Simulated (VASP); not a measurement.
Input of a VASP 6.6.1 run:

File INCAR:

```
SYSTEM = CdCu3Mo
ALGO = Normal
EDIFF = 1E-6
EDIFFG = -0.08
ENCUT = 600
GGA = PE
IBRION = 2
ISIF = 3
ISMEAR = 0
LASPH = .TRUE.
LCHARG = .FALSE.
LREAL = .FALSE.
LWAVE = .FALSE.
NELM = 100
NSW = 36
PREC = Accurate
SIGMA = 0.2
```

The input KPOINTS:

```
k-points
0
G
  4 4 4
  0 0 0
```

The input POSCAR:

```
CdCu3Mo
1.0
    4.3643612400      0.0000000000      0.0000000000
    0.0000000000      4.3643612400      0.0000000000
    0.0000000000      0.0000000000      4.4499341600
Cd Cu Mo
1 3 1
Direct
    0.0000000000      0.0000000000      0.5000000000
    0.0000000000      0.5000000000      0.0000000000
    0.5000000000      0.0000000000      0.0000000000
    0.5000000000      0.5000000000      0.5000000000
    0.5000000000      0.5000000000      0.0000000000
```

Potentials or basis: VASP PAW PBE potentials, release 64 (Cd, Cu, Mo_sv).

Command:

```bash
$ cat potpaw_PBE.64/Cd/POTCAR potpaw_PBE.64/Cu/POTCAR potpaw_PBE.64/Mo_sv/POTCAR > POTCAR
$ mpirun -np 1 vasp_std > vasp.out
```

(1) What does it give for the relaxed cell?

(2) Estimate the space group after relaxing (to 0.05 Å).

(3) Estimate the relaxed volume.

Results:

(1) a = 4.699 Å, b = 4.699 Å, c = 4.726 Å, α = 90.00°, β = 90.00°, γ = 90.00°.

(2) Pm-3m (No. 221).

(3) 20.87 Å³/atom.

Caveat: the volume moved by over 15 % at a fixed basis, so the end points are rough.
